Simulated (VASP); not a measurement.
Crystal: NiSe3.

```xyz
4
Lattice="4.4158 0.0000 0.0000 0.0000 4.4158 0.0000 0.0000 0.0000 4.4158" Properties=species:S:1:pos:R:3 pbc="T T T"
Ni    0.0000    0.0000    0.0000
Se    0.0000    2.2079    2.2079
Se    2.2079    0.0000    2.2079
Se    2.2079    2.2079    0.0000
```

| Quantity | Value |
| --- | --- |
| Program | VASP 6.6.1 |
| Task | relaxation of cell and atoms |
| Functional | PBE |
| Potentials or basis | VASP PAW PBE potentials, release 64 (Ni, Se) |
| Cutoff | 600 eV |
| k mesh | 4 × 4 × 4 |
| Occupations | gaussian, width 0.1 eV |
| Spin | collinear spin, ferromagnetic start |
| Starting moments | [0.64, 0.0, 0.0, 0.0] μB |

At the start: pressure -8.1 GPa; volume 21.53 Å³/atom.

Q: Where does the relaxation end?

A: Over 4 steps the energy falls by 86.4 meV/atom and the volume is 18.50 Å³/atom (-14.1 %); space group Pm-3m (No. 221, to 0.1 Å) before and after; moment 0.00 μB per cell.

Step by step:
| step | energy change (eV) | largest force (eV/Å) | pressure (GPa) | volume (Å³) |
| --- | --- | --- | --- | --- |
| 1 | 0.0000 | 0.0000 | -8.14 | 86.11 |
| 2 | -0.3440 | 0.0000 | 1.20 | 73.19 |
| 3 | -0.3453 | 0.0000 | -0.35 | 74.25 |
| 4 | -0.3457 | 0.0000 | -0.12 | 74.01 |

Final structure:
```xyz
4
Lattice="4.1985 0.0000 0.0000 0.0000 4.1985 0.0000 0.0000 0.0000 4.1985" Properties=species:S:1:pos:R:3 pbc="T T T"
Ni    0.0000    0.0000    0.0000
Se    0.0000    2.0992    2.0992
Se    2.0992    0.0000    2.0992
Se    2.0992    2.0992    0.0000
```
